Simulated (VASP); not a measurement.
Input of a VASP 6.6.1 run:

INCAR

```
SYSTEM = Cd4SbO
  PREC = Accurate
  ENCUT = 600
  EDIFF = 1E-7
  ISMEAR = 0
  SIGMA = 0.1
  LREAL = .False.
  LASPH = .True.
  NELM = 60
  ALGO = Normal
  ISIF = 3
  LWAVE = .False.
  LCHARG = .False.
  GGA = PE
  IBRION = 2
  NSW = 90
  EDIFFG = -0.04
```

Contents of KPOINTS:

```
regular mesh
0
Gamma
  4 4 4
  0 0 0
```

POSCAR

```
Cd4SbO
1.0
   -2.9186441600      2.9186441600      4.0983341900
    2.9186441600     -2.9186441600      4.0983341900
    2.9186441600      2.9186441600     -4.0983341900
Cd Sb O
4 1 1
Direct
    0.7500000000      0.2500000000      0.5000000000
    0.2500000000      0.7500000000      0.5000000000
    0.8136666000      0.8136666000      0.0000000000
    0.1863334000      0.1863334000      0.0000000000
    0.5000000000      0.5000000000      0.0000000000
    0.0000000000      0.0000000000      0.0000000000
```

Potentials or basis: VASP PAW PBE potentials, release 64 (Cd, Sb, O).

The run is started by

```console
$ cat potpaw_PBE.64/Cd/POTCAR potpaw_PBE.64/Sb/POTCAR potpaw_PBE.64/O/POTCAR > POTCAR
$ mpirun -np 1 vasp_std > vasp.out
```

Question: What does it give for the relaxed cell?

Answer: a = 6.389 Å, b = 6.389 Å, c = 6.389 Å, α = 124.46°, β = 124.46°, γ = 82.44°.

Question: Estimate the space group after relaxing (to 0.1 Å).

Answer: I4/mmm (No. 139).

Final structure:
```
CELL_PARAMETERS angstrom
-2.97694 2.97694 4.80609
2.97694 -2.97694 4.80609
2.97694 2.97694 -4.80609
ATOMIC_POSITIONS crystal
Cd 0.75000 0.25000 0.50000
Cd 0.25000 0.75000 0.50000
Cd 0.78990 0.78990 0.00000
Cd 0.21010 0.21010 0.00000
Sb 0.50000 0.50000 0.00000
O 0.00000 0.00000 0.00000
```

Caveat: an odd number of electrons without spin polarisation forces a metal; a magnetic or distorted state may lie lower.
